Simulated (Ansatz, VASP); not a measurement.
WS2: VASP beside Ansatz

Contents of INCAR:

```
SYSTEM = WS2
PREC = Accurate
ENCUT = 520
EDIFF = 1E-6
ISMEAR = 0
SIGMA = 0.05
LREAL = .False.
LASPH = .True.
NELM = 100
ALGO = Normal
ISIF = 2
LWAVE = .False.
LCHARG = .False.
LDIPOL = .True.
IDIPOL = 3
DIPOL = 0.5 0.5 0.391
GGA = PE
IVDW = 12
NBANDS = 35
```

The input KPOINTS:

```
Automatic mesh
0
Gamma
  9 9 1
  0 0 0
```

The input POSCAR:

```
WS2
1.0
    3.1595457497      0.0000000000      0.0000000000
   -1.5797728749      2.7362468836      0.0000000000
    0.0000000000      0.0000000000     23.8042575719
S W
4 2
Direct
    0.3333333333      0.6666666667      0.1890418126
    0.3333333333      0.6666666667      0.3214605103
    0.5000000000      1.3333333333      0.4596710800
    0.5000000000      1.3333333333      0.5920897776
    0.6666666667      0.3333333333      0.2552511581
    0.8333333333      1.0000000000      0.5258804254
```

Input for Ansatz:

```yaml
crystal:
  lattice:
    - [3.1595457497, 0.0, 0.0]
    - [-1.5797728749, 2.7362468836, 0.0]
    - [0.0, 0.0, 23.8042575719]
  atoms:
    - { symbol: S, position: [0.3333333333, 0.6666666667, 0.1890418126] }
    - { symbol: W, position: [0.6666666667, 0.3333333333, 0.2552511581] }
    - { symbol: S, position: [0.3333333333, 0.6666666667, 0.3214605103] }
    - { symbol: S, position: [0.5, 1.3333333333, 0.45967108] }
    - { symbol: W, position: [0.8333333333, 1.0, 0.5258804254] }
    - { symbol: S, position: [0.5, 1.3333333333, 0.5920897776] }
basis:
  ecutwfc: 420
kpoints:
  mp_grid: { grid: [9, 9, 1] }
hamiltonian:
  xc: pbe
  pseudopotentials: { kind: paw, azcp: { folder: soft_1 } }
  dispersion: d3bj
scf:
  occupations: { method: gaussian, width: 0.05 }
output:
  forces: true
  eigenvalues: true
efield:
  axis: 3
  dipole_correction: true
  ramp_width: 0.04
```

Alike in both runs: task single point; functional PBE; dispersion D3(BJ); k mesh 9 × 9 × 1; occupations gaussian, width 0.05 eV; no spin polarisation.

```csv
,VASP,Ansatz
version,VASP 6.6.1,Ansatz 0.2.0
potentials or method,"VASP PAW PBE potentials, release 64 (S, W_sv), cutoff 520 eV","scalar-relativistic, plane waves, PAW"
valence electrons in the cell,52,52
```

VASP gave:

| Property | Result |
| --- | --- |
| gap on the k mesh at the Fermi level (eV) | 1.68 |
| least direct gap on the mesh (eV) | 1.90 |
| rms of the force components (eV/Å) | 0.021 |

Q: Estimate Ansatz's values.

A: gap on the k mesh at the Fermi level (eV): 1.66; least direct gap on the mesh (eV): 1.89; rms of the force components (eV/Å): 0.021.

Neither program's run includes spin-orbit coupling.
